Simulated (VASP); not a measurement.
Input of a VASP 6.6.1 run:

Contents of INCAR:

```
SYSTEM = BP
PREC = Accurate
ENCUT = 520
EDIFF = 1E-6
ISMEAR = 0
SIGMA = 0.05
LREAL = .False.
LASPH = .True.
NELM = 60
ALGO = Normal
ISIF = 2
LWAVE = .False.
LCHARG = .False.
GGA = PE
NBANDS = 11
```

File KPOINTS:

```
Automatic mesh
0
Gamma
  12 12 12
  0 0 0
```

POSCAR

```
BP
1.0
    0.0000000000      2.1400588375      2.5680706050
    2.1400588375      0.0000000000      2.5680706050
    2.1400588375      2.1400588375      0.0000000000
B P
1 1
Direct
    0.0000000000      0.0000000000      0.0000000000
    0.7500000000      0.7500000000      0.7500000000
```

Potentials or basis: VASP PAW PBE potentials, release 64 (B, P).

Run with:

```bash
$ cat potpaw_PBE.64/B/POTCAR potpaw_PBE.64/P/POTCAR > POTCAR
$ mpirun -np 1 vasp_std > vasp.out
```

Estimate the pressure.

-0.4 GPa.

Estimate the band gap on the k mesh.

zero (band 4 reaches 8.15 eV, above the bottom of band 5 at 8.00 eV).

Stress tensor (GPa, compression positive):
```
 19.33   0.00   0.00
  0.00  19.33   0.00
  0.00   0.00 -39.86
```
